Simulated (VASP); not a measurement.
# SbPb (I4/mmm) in VASP: further runs

SbPb is run at these levels: LDA; tasks: single point.

Everything below comes from runs of VASP 6.6.1. Logs are shortened: lines on timing, memory, paths and dates and some standing lists are left out, and cuts for length are marked.

## Step 1: The cell of the first run

It takes space group I4/mmm (No. 139, tetragonal). Conventional cell: a = 4.347 Å, b = 4.347 Å, c = 6.485 Å, α = 90.00°, β = 90.00°, γ = 90.00°. Sb (site symmetry 4/mmm) has 6 Pb at 3.07 to 3.24 Å within 4.0 Å. Pb (site symmetry 4/mmm) has 6 Sb at 3.07 to 3.24 Å within 4.0 Å.

## Step 2: Single point, LDA (30.63 Å³/atom)

The input, INCAR:

```
SYSTEM = SbPb
ALGO = Fast ; EDIFF = 1E-6
ENCUT = 520 ; GGA = CA
ISIF = 2 ; ISMEAR = 0
LASPH = .True. ; LCHARG = .True.
LELF = .True. ; LREAL = .False.
LVHAR = .True. ; LWAVE = .False.
NBANDS = 16 ; NELM = 60
PREC = Accurate ; SIGMA = 0.15
```

The input, KPOINTS:

```
k-points
0
Gamma
  14 14 14
  0 0 0
```

The input, POSCAR:

```
SbPb
1.0
    0.0000000000      3.0735181495      3.2422542959
    3.0735181495      0.0000000000      3.2422542959
    3.0735181495      3.0735181495      0.0000000000
Sb Pb
1 1
Direct
    0.5000000000      0.5000000000      0.5000000000
    0.0000000000      0.0000000000      0.0000000000
```

Potentials or basis: VASP PAW LDA potentials, release 64 (Sb, Pb_d).

Started as:

```
$ cat potpaw_LDA.64/Sb/POTCAR potpaw_LDA.64/Pb_d/POTCAR > POTCAR
$ mpirun -np 1 vasp_std > vasp.out
```

OUTCAR:

```text
SYSTEM = SbPb
   EDIFF = 1E-6
   ENCUT = 520
   GGA = CA
   ISIF = 2
   ISMEAR = 0
   LASPH = .True.
   LREAL = .False.
   NELM = 60
   PREC = Accurate

 ion  position               nearest neighbor table
   1  0.500  0.500  0.500-   2 3.07   2 3.07   2 3.07   2 3.07   2 3.24   2 3.24
   2  0.000  0.000  0.000-   1 3.07   1 3.07   1 3.07   1 3.07   1 3.24   1 3.24

  LATTYP: Found a body centered tetragonal cell.
 ALAT       =     4.3466110512
 C/A-ratio  =     1.4918538869

  Lattice vectors:

 A1 = (  -3.0735181495,   0.0000000000,   3.2422542959)
 A2 = (   3.0735181495,   0.0000000000,   3.2422542959)
 A3 = (   0.0000000000,   3.0735181495,  -3.2422542959)

Analysis of symmetry for initial positions (statically):
=====================================================================
 Subroutine PRICEL returns:
 Original cell was already a primitive cell.

 Routine SETGRP: Setting up the symmetry group for a
 body centered tetragonal supercell.

 Subroutine GETGRP returns: Found 16 space group operations
 (whereof 16 operations were pure point group operations)
 out of a pool of 16 trial point group operations.

The static configuration has the point symmetry D_4h.

Analysis of symmetry for dynamics (positions and initial velocities):
=====================================================================
 Subroutine PRICEL returns:
 Original cell was already a primitive cell.

 Routine SETGRP: Setting up the symmetry group for a
 body centered tetragonal supercell.

 Subroutine GETGRP returns: Found 16 space group operations
 (whereof 16 operations were pure point group operations)
 out of a pool of 16 trial point group operations.

The dynamic configuration has the point symmetry D_4h.

 Subroutine INISYM returns: Found 16 space group operations
 (whereof 16 operations are pure point group operations),
 and found     1 'primitive' translations

----------------------------------------------------------------------------------------

                                     Primitive cell

  volume of cell :      61.2560

  direct lattice vectors                    reciprocal lattice vectors
     0.000000000  3.073518149  3.242254296    -0.162680022  0.162680022  0.154213690
     3.073518149  0.000000000  3.242254296     0.162680022 -0.162680022  0.154213690
     3.073518149  3.073518149  0.000000000     0.162680022  0.162680022 -0.154213690

  length of vectors
     4.467519080  4.467519080  4.346611051     0.276968304  0.276968304  0.276968304
[... 81 lines left out ...]
   EDIFF  = 0.1E-05   stopping-criterion for ELM
   LREAL  =      F    real-space projection
   EDIFFG = 0.1E-04   stopping-criterion for IOM
   NSW    =      0    number of steps for IOM
   IBRION =     -1    ionic relax: 0-MD 1-quasi-New 2-CG
   NFREE  =      0    steps in history (QN), initial steepest desc. (CG)
   ISIF   =      2    stress and relaxation
   ISYM   =      2    0-nonsym 1-usesym 2-fastsym
   POTIM  = 0.5000    time-step for ionic-motion
   TEBEG  =    0.0;   TEEND  =   0.0 temperature during run
   PSTRESS=    0.0 pullay stress
   NELECT =      19.0000    total number of electrons
   NUPDOWN=      -1.0000    fix difference up-down
   EMIN   =  10.00;   EMAX   =-10.00  energy-range for DOS
   EFERMI =   0.00;   METHOD = LEGACY
   ISMEAR =     0;   SIGMA  =   0.15  broadening in eV -4-tet -1-fermi 0-gaus
   EFERMI_NEDOS =   21; number of points for ismear=-14 and -15
   IALGO  =     68    algorithm
   IMIX   =      4    mixing-type and parameters
     AMIX     =   0.40;   BMIX     =  1.00
     AMIX_MAG =   1.60;   BMIX_MAG =  1.00
  volume/ion in A,a.u.               =      30.63       206.69
  Fermi-wavevector in a.u.,A,eV,Ry     =   1.108179  2.094154 16.708773  1.228060
  Thomas-Fermi vector in A             =   2.244703
   LORBIT       =      0    0 simple, 1 ext, 2 COOP (PROOUT), +10 PAW based schemes
   GGA     = CA    functional components
   LHFCALC =     F    Hartree Fock is set to
   AEXX    =    0.0000 exact exchange contribution
   IVDW    =     0    specifies the selected vdW correction
   LEPSILON=     F    determine dielectric tensor
   LRPA    =     F    only Hartree local field effects (RPA)
 non-spin polarized calculation
 RMM-DIIS sequential band-by-band and
 Gauss-broadening in eV      SIGMA  =   0.15
  energy-cutoff  :      520.00
  volume of cell :       61.26
 maximum number of plane-waves:      1668
 NGX is ok and might be reduce to    36
   NGX = 17   NGY = 17   NGZ = 17

 number of electron      19.0000001 magnetization

 Free energy of the ion-electron system (eV)
  ---------------------------------------------------
  ext. energy  EPLUGINS =         0.00000000
  ---------------------------------------------------
  free energy    TOTEN  =        -8.90887571 eV

  energy without entropy =       -8.89479362  energy(sigma->0) =       -8.90183466

 E-fermi :   6.5099     XC(G=0):  -9.9865

 val. band max:        6.5016604638   @ k =  -0.2857   0.0000   0.2143
 cond. band min:       6.5105856212   @ k =  -0.3571   0.0000   0.0714
 fundamental gap:      0.0089251573
 Fermi energy:         6.5098815087

 k-point     1 :       0.0000    0.0000    0.0000
  band No.  band energies     occupation
      1     -10.2526      2.00000
      2     -10.2372      2.00000
      3     -10.2268      2.00000
      4     -10.2081      2.00000
      5     -10.2081      2.00000
      6      -5.3646      2.00000
[... 433 lines left out ...]
      3     -10.2273      2.00000
      4     -10.1966      2.00000
      5     -10.1939      2.00000
      6      -4.6166      2.00000
[... 8 lines left out ...]
     15      14.2118      0.00000
     16      14.4933      0.00000

 [... further k-points ...]

------------------------ aborting loop because EDIFF is reached ----------------------------------------

  FORCE on cell =-STRESS in cart. coord.  units (eV):
  Direction    XX          YY          ZZ          XY          YZ          ZX
  --------------------------------------------------------------------------------------
  -------------------------------------------------------------------------------------
  Total        0.1736548      0.1736548     -1.5236214      0.0000000      0.0000000      0.0000000
  in kB        4.5420157      4.5420157    -39.8509817      0.0000000      0.0000000      0.0000000
  external PRESSURE =     -10.2556501 kB  Pullay stress =       0.0000000 kB

 VOLUME and BASIS-vectors are now :
 -----------------------------------------------------------------------------
  energy-cutoff  :      520.00
  volume of cell :       61.26
      direct lattice vectors                 reciprocal lattice vectors
     0.000000000  3.073518149  3.242254296    -0.162680022  0.162680022  0.154213690
     3.073518149  0.000000000  3.242254296     0.162680022 -0.162680022  0.154213690
     3.073518149  3.073518149  0.000000000     0.162680022  0.162680022 -0.154213690

 POSITION                                       TOTAL-FORCE (eV/Angst)
 -----------------------------------------------------------------------------------
      3.07352      3.07352      3.24225        -0.000000     -0.000000     -0.000000
      0.00000      0.00000      0.00000         0.000000      0.000000      0.000000
 -----------------------------------------------------------------------------------
    total drift:                               -0.000000      0.000000      0.000000

  FREE ENERGIE OF THE ION-ELECTRON SYSTEM (eV)
  ---------------------------------------------------
  free  energy   TOTEN  =        -8.9088757093 eV

  energy  without entropy=       -8.8947936157  energy(sigma->0) =       -8.90183466
```

stdout:

```text
POSCAR found type information on POSCAR SbPb
 POSCAR found :  2 types and       2 ions
 scaLAPACK will be used
 LDA part: xc-table for (Slater(with rela. corr.)+CA(PZ))
 , standard interpolation
 POSCAR, INCAR and KPOINTS ok, starting setup
 FFT: planning ... GRIDC
 FFT: planning ... GRID_SOFT
 FFT: planning ... GRID
 WAVECAR not read
 entering main loop
```

Run time: 4.1 min. Hardware: 1 thread of Oxide Virtual Turin-like, shared host; peak memory 0.33 GiB.

Results:

| Property | Result |
| --- | --- |
| Free energy | -8.9089 eV |
| Pressure | -1.0 GPa |
| Band gap on the k mesh | zero (an odd number of electrons rules out a gap without spin polarisation) |

Levels at points of the mesh, in eV from the Fermi level:
| k point | band 7 | band 8 | band 9 | band 10 | band 11 | band 12 | band 13 | band 14 |
| --- | --- | --- | --- | --- | --- | --- | --- | --- |
| (0.00, 0.00, 0.00) | -3.94 | -0.91 | -0.91 | -0.23 | 3.66 | 5.09 | 5.09 | 5.65 |
| (0.50, 0.00, 0.00) | -8.99 | -0.08 | 0.21 | 0.86 | 1.02 | 1.31 | 1.43 | 9.19 |
| (0.50, 0.50, 0.00) | -6.23 | -4.71 | -2.54 | -2.54 | 3.19 | 6.82 | 6.82 | 8.14 |
| (0.50, 0.00, 0.50) | -6.93 | -4.81 | -3.03 | -2.37 | 3.01 | 5.87 | 7.40 | 8.90 |

Caveat: spin-orbit coupling is left out, which moves the levels of the heavy elements.

## Step 3: Single point, LDA (31.42 Å³/atom)

This run uses another cell than the first one, of 31.42 Å³/atom.

The input, INCAR:

```
ALGO = Fast ; EDIFF = 1E-6
ENCUT = 520 ; ISIF = 2
ISMEAR = 0 ; LASPH = True
LCHARG = False ; LREAL = False
LWAVE = False ; NBANDS = 16
NELM = 80 ; PREC = Accurate
SIGMA = 0.15
```

The input, KPOINTS:

```
k-points
0
Gamma
  14 14 14
```

The input, POSCAR:

```
SbPb
1.0
    0.0000000000      3.1276363045      3.2123952484
    3.1276363045      0.0000000000      3.2123952484
    3.1276363045      3.1276363045      0.0000000000
Sb Pb
1 1
Direct
    0.5000000000      0.5000000000      0.5000000000
    0.0000000000      0.0000000000      0.0000000000
```

Potentials or basis: VASP PAW LDA potentials, release 64 (Sb, Pb_d).

Started as:

```
$ cat potpaw_LDA.64/Sb/POTCAR potpaw_LDA.64/Pb_d/POTCAR > POTCAR
$ mpirun -np 1 vasp_std > vasp.out
```

Wall time 5.4 min (1 thread of Oxide Virtual Turin-like, shared host); peak memory 0.34 GiB.

Results (log left out):

```yaml
Free_energy: -8.9146 eV
Pressure: -2.4 GPa
Band_gap_on_the_k_mesh: zero (an odd number of electrons rules out a gap without spin polarisation)
```

Stress tensor (GPa, compression positive):
```
-1.69  0.00  0.00
 0.00 -1.69  0.00
 0.00  0.00 -3.85
```

Levels at points of the mesh, in eV from the Fermi level:
| k point | band 8 | band 9 | band 10 | band 11 | band 12 | band 13 |
| --- | --- | --- | --- | --- | --- | --- |
| (0.00, 0.00, 0.00) | -0.77 | -0.77 | -0.43 | 4.05 | 4.76 | 4.76 |
| (0.50, 0.00, 0.00) | 0.02 | 0.15 | 0.88 | 1.03 | 1.26 | 1.30 |
| (0.50, 0.50, 0.00) | -4.58 | -2.50 | -2.50 | 3.17 | 6.59 | 6.59 |
| (0.50, 0.00, 0.50) | -4.63 | -2.74 | -2.41 | 3.08 | 6.11 | 6.87 |

Caveat: spin-orbit coupling is left out, which moves the levels of the heavy elements.

## Step 4: Single point, LDA (31.42 Å³/atom)

This run uses another cell than the first one, of 31.42 Å³/atom.

The input, INCAR:

```
SYSTEM = SbPb
ALGO = Fast
EDIFF = 1E-6
ENCUT = 520
ISIF = 2
ISMEAR = 0
LASPH = .True.
LCHARG = .True.
LELF = .True.
LREAL = .False.
LVHAR = .True.
LWAVE = .False.
NBANDS = 16
NELM = 100
PREC = Accurate
SIGMA = 0.15
```

The input, KPOINTS:

```
k-points
0
Gamma
  14 14 14
  0 0 0
```

The input, POSCAR:

```
SbPb
1.0
    0.0000000000      3.1839064613      3.0998513307
    3.1839064613      0.0000000000      3.0998513307
    3.1839064613      3.1839064613      0.0000000000
Sb Pb
1 1
Direct
    0.5000000000      0.5000000000      0.5000000000
    0.0000000000      0.0000000000      0.0000000000
```

Potentials or basis: VASP PAW LDA potentials, release 64 (Sb, Pb_d).

Started as:

```
$ cat potpaw_LDA.64/Sb/POTCAR potpaw_LDA.64/Pb_d/POTCAR > POTCAR
$ mpirun -np 1 vasp_std > vasp.out
```

OUTCAR:

```text
SYSTEM = SbPb
   EDIFF = 1E-6
   ENCUT = 520
   ISIF = 2
   ISMEAR = 0
   LASPH = .True.
   LREAL = .False.
   NELM = 100
   PREC = Accurate

 ion  position               nearest neighbor table
   1  0.500  0.500  0.500-   2 3.10   2 3.10   2 3.18   2 3.18   2 3.18   2 3.18
   2  0.000  0.000  0.000-   1 3.10   1 3.10   1 3.18   1 3.18   1 3.18   1 3.18

  LATTYP: Found a body centered tetragonal cell.
 ALAT       =     4.5027236989
 C/A-ratio  =     1.3768783243

  Lattice vectors:

 A1 = (   0.0000000000,  -3.1839064613,  -3.0998513307)
 A2 = (   0.0000000000,   3.1839064613,  -3.0998513307)
 A3 = (   3.1839064613,   0.0000000000,   3.0998513307)

Analysis of symmetry for initial positions (statically):
=====================================================================
 Subroutine PRICEL returns:
 Original cell was already a primitive cell.

 Routine SETGRP: Setting up the symmetry group for a
 body centered tetragonal supercell.

 Subroutine GETGRP returns: Found 16 space group operations
 (whereof 16 operations were pure point group operations)
 out of a pool of 16 trial point group operations.

The static configuration has the point symmetry D_4h.

Analysis of symmetry for dynamics (positions and initial velocities):
=====================================================================
 Subroutine PRICEL returns:
 Original cell was already a primitive cell.

 Routine SETGRP: Setting up the symmetry group for a
 body centered tetragonal supercell.

 Subroutine GETGRP returns: Found 16 space group operations
 (whereof 16 operations were pure point group operations)
 out of a pool of 16 trial point group operations.

The dynamic configuration has the point symmetry D_4h.

 Subroutine INISYM returns: Found 16 space group operations
 (whereof 16 operations are pure point group operations),
 and found     1 'primitive' translations

[... 115 lines left out ...]
  volume/ion in A,a.u.               =      31.42       212.06
  Fermi-wavevector in a.u.,A,eV,Ry     =   1.098742  2.076320 16.425402  1.207233
  Thomas-Fermi vector in A             =   2.235124
   LORBIT       =      0    0 simple, 1 ext, 2 COOP (PROOUT), +10 PAW based schemes
   GGA     = CA    functional components
   LHFCALC =     F    Hartree Fock is set to
   AEXX    =    0.0000 exact exchange contribution
   IVDW    =     0    specifies the selected vdW correction
   LEPSILON=     F    determine dielectric tensor
   LRPA    =     F    only Hartree local field effects (RPA)
 non-spin polarized calculation
 RMM-DIIS sequential band-by-band and
 Gauss-broadening in eV      SIGMA  =   0.15
  energy-cutoff  :      520.00
  volume of cell :       62.85
 maximum number of plane-waves:      1715
 NGX is ok and might be reduce to    36
   NGX = 17   NGY = 17   NGZ = 17

 number of electron      18.9999998 magnetization

 Free energy of the ion-electron system (eV)
  ---------------------------------------------------
  ext. energy  EPLUGINS =         0.00000000
  ---------------------------------------------------
  free energy    TOTEN  =        -8.91453108 eV

  energy without entropy =       -8.90167607  energy(sigma->0) =       -8.90810358

 E-fermi :   6.2045     XC(G=0):  -9.8751

 val. band max:        6.1977692717   @ k =  -0.2143   0.0714   0.0000
 cond. band min:       6.2186362031   @ k =   0.4286  -0.0000   0.0000
 fundamental gap:      0.0208669314
 Fermi energy:         6.2044971909

 k-point     1 :       0.0000    0.0000    0.0000
  band No.  band energies     occupation
      1     -10.5110      2.00000
      2     -10.4989      2.00000
      3     -10.4814      2.00000
      4     -10.4814      2.00000
      5     -10.4724      2.00000
      6      -5.4698      2.00000
[... 433 lines left out ...]
      3     -10.4765      2.00000
      4     -10.4675      2.00000
      5     -10.4653      2.00000
      6      -4.6399      2.00000
[... 8 lines left out ...]
     15      14.1128      0.00000
     16      14.3225      0.00000

 [... further k-points ...]

------------------------ aborting loop because EDIFF is reached ----------------------------------------

  FORCE on cell =-STRESS in cart. coord.  units (eV):
  Direction    XX          YY          ZZ          XY          YZ          ZX
  --------------------------------------------------------------------------------------
  -------------------------------------------------------------------------------------
  Total       -1.2469924     -1.2469924     -0.3487885      0.0000000      0.0000000     -0.0000000
  in kB      -31.7894437    -31.7894437     -8.8916268      0.0000000      0.0000000     -0.0000000
  external PRESSURE =     -24.1568380 kB  Pullay stress =       0.0000000 kB

 VOLUME and BASIS-vectors are now :
 -----------------------------------------------------------------------------
  energy-cutoff  :      520.00
  volume of cell :       62.85
      direct lattice vectors                 reciprocal lattice vectors
     0.000000000  3.183906461  3.099851331    -0.157039789  0.157039789  0.161298058
     3.183906461  0.000000000  3.099851331     0.157039789 -0.157039789  0.161298058
     3.183906461  3.183906461  0.000000000     0.157039789  0.157039789 -0.161298058

 POSITION                                       TOTAL-FORCE (eV/Angst)
 -----------------------------------------------------------------------------------
      3.18391      3.18391      3.09985         0.000000     -0.000000      0.000000
      0.00000      0.00000      0.00000        -0.000000      0.000000     -0.000000
 -----------------------------------------------------------------------------------
    total drift:                               -0.000000      0.000000      0.000000

  FREE ENERGIE OF THE ION-ELECTRON SYSTEM (eV)
  ---------------------------------------------------
  free  energy   TOTEN  =        -8.9145310813 eV

  energy  without entropy=       -8.9016760727  energy(sigma->0) =       -8.90810358
```

stdout:

```text
POSCAR found type information on POSCAR SbPb
 POSCAR found :  2 types and       2 ions
 scaLAPACK will be used
 LDA part: xc-table for (Slater(with rela. corr.)+CA(PZ))
 , standard interpolation
 POSCAR, INCAR and KPOINTS ok, starting setup
 FFT: planning ... GRIDC
 FFT: planning ... GRID_SOFT
 FFT: planning ... GRID
 WAVECAR not read
 entering main loop
```

Run time: 4.1 min. Hardware: 1 thread of Oxide Virtual Turin-like, shared host; peak memory 0.35 GiB.

What came out:

```yaml
Free_energy: -8.9145 eV
Pressure: -2.4 GPa
Band_gap_on_the_k_mesh: zero (an odd number of electrons rules out a gap without spin polarisation)
```

Levels at points of the mesh, in eV from the Fermi level:
| k point | band 6 | band 7 | band 8 | band 9 | band 10 | band 11 | band 12 | band 13 | band 14 | band 15 |
| --- | --- | --- | --- | --- | --- | --- | --- | --- | --- | --- |
| (0.00, 0.00, 0.00) | -11.67 | -4.11 | -0.88 | -0.54 | -0.54 | 4.28 | 4.28 | 5.01 | 5.81 | 5.81 |
| (0.50, 0.00, 0.00) | -9.25 | -8.86 | 0.04 | 0.13 | 0.89 | 1.09 | 1.13 | 1.38 | 9.09 | 9.36 |
| (0.50, 0.50, 0.00) | -9.00 | -6.96 | -4.64 | -2.60 | -2.60 | 3.05 | 6.46 | 6.46 | 8.69 | 10.53 |
| (0.50, 0.00, 0.50) | -9.34 | -6.61 | -4.60 | -2.68 | -2.36 | 3.15 | 6.17 | 6.95 | 8.30 | 10.49 |

Caveat: spin-orbit coupling is left out, which moves the levels of the heavy elements.

## Step 5: Overview

```tsv
cell	gap on the mesh (eV)	pressure (GPa)
a = 4.468, b = 4.468, c = 4.347 Å, angles 60.9, 60.9, 58.2°, 2 atoms	none	-1.0
a = 4.483, b = 4.483, c = 4.423 Å, angles 60.4, 60.4, 59.1°, 2 atoms	none	-2.4
a = 4.444, b = 4.444, c = 4.503 Å, angles 59.6, 59.6, 60.9°, 2 atoms	none	-2.4
```

Alike in all rows: task single point; level LDA; potentials or basis VASP PAW LDA potentials, release 64 (Sb, Pb_d); no spin polarisation; k mesh 14 × 14 × 14; cutoff (eV) 520; smearing gaussian 0.15 eV.

Caveats: spin-orbit coupling is left out, which moves the levels of the heavy elements.

Absolute energies hang on the potentials; compare differences alone.

The gap in the log of VASP goes by the Fermi energy; the results here count the filled bands.